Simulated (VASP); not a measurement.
Write the native input for VASP 6.6.1 that does the following.

* Task: single point
* Functional: PBE
* Dispersion: D3(BJ)
* Potentials or basis: VASP PAW PBE potentials, release 64 (Zn, O)
* Cutoff: 520 eV
* k mesh: 12 × 12 × 6
* Occupations: gaussian, width 0.05 eV
* Spin: no spin polarisation
* Dipole correction: no
* Further INCAR settings: ALGO = Normal; EDIFF = 1e-06; NBANDS = 26

The structure of ZnO lies in POSCAR:

```
ZnO
1.0
    3.2826065253      0.0000000000      0.0000000000
   -1.6413032626      2.8145338690      0.0000000000
    0.0000000000      0.0000000000      6.1688483439
Zn O
2 2
Direct
    0.0000000000      0.0000000000      0.7500000000
    0.0000000000      0.0000000000      0.2500000000
    0.3333333333      0.6666666667      0.2500000000
    0.6666666667      0.3333333333      0.7500000000
```

This cell differs from its parent crystal: strain +0.0050 x Voigt [1, -1, 0, 0, 0, 0].

The input as run:

INCAR

```
SYSTEM = ZnO
PREC = Accurate
ENCUT = 520
EDIFF = 1E-6
ISMEAR = 0
SIGMA = 0.05
LREAL = .FALSE.
LASPH = .TRUE.
NELM = 80
ALGO = Normal
ISIF = 2
LWAVE = .FALSE.
LCHARG = .FALSE.
GGA = PE
IVDW = 12
NBANDS = 26
```

KPOINTS

```
Automatic mesh
0
G
  12 12 6
  0 0 0
```

Potentials or basis: VASP PAW PBE potentials, release 64 (Zn, O).

Launch:

```bash
$ cat potpaw_PBE.64/Zn/POTCAR potpaw_PBE.64/O/POTCAR > POTCAR
$ mpirun -np 1 vasp_std > vasp.out
```

It gave:

- Pressure: 1.0 GPa
- Largest force: 0.143 eV/Å
- Band gap on the k mesh: 0.69 eV
- Dispersion energy per atom: -0.187 eV

Caveat: the cell differs from its parent crystal (strain +0.0050 x Voigt [1, -1, 0, 0, 0, 0]); semilocal functionals underestimate gaps, and a narrow one can read as zero.

Run time: 3 min on 1 thread of AMD EPYC 9R14 (Zen 4), with other jobs on the host, peak memory 0.31 GiB.
